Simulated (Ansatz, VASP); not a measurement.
## One calculation of TiNiC4N4, two programs

```xyz
10
Lattice="5.9359 0.0000 0.0000 0.0000 5.9359 0.0000 0.0000 0.0000 5.9359" Properties=species:S:1:pos:R:3 pbc="T T T"
Ti    0.0000    0.0000    0.0000
Ni    2.9680    2.9680    2.9680
C     1.2027    1.2027    1.2027
C     1.2027    4.7333    4.7333
C     4.7333    1.2027    4.7333
C     4.7333    4.7333    1.2027
N     1.8815    1.8815    1.8815
N     1.8815    4.0544    4.0544
N     4.0544    1.8815    4.0544
N     4.0544    4.0544    1.8815
```

Alike in both runs: task relaxation of cell and atoms; functional PBE; k mesh 6 × 6 × 6; occupations gaussian, width 0.1 eV; collinear spin.

|  | VASP | Ansatz |
| --- | --- | --- |
| version | VASP 6.6.1 | Ansatz 0.2.0 |
| potentials or method | VASP PAW PBE potentials, release 64 (Ti_sv, Ni, C, N), cutoff 600 eV | scalar-relativistic, plane waves, PAW |
| valence electrons in the cell | 58 | 66 |

|  | VASP | Ansatz | Ansatz less VASP |
| --- | --- | --- | --- |
| net moment per atom (μB) | 0.00 | 0.00 | 0.000 |
| size of the moment on the site where the two differ most (μB) | 0.65 | 0.53 | -0.126 |
| relaxed volume (Å³/atom) | 20.76 | 20.80 | +0.043 |
| relaxed cell length with the largest relative difference (Å) | 5.921 | 5.925 | +0.0041 |

Site moments also hang on the region over which each program counts them. VASP's potentials hold 58 valence electrons a cell and Ansatz's 66, so a difference there can come from the potentials and not from the codes.

Noted on VASP's run: the standard files for N, O and F lose accuracy on very short bonds.
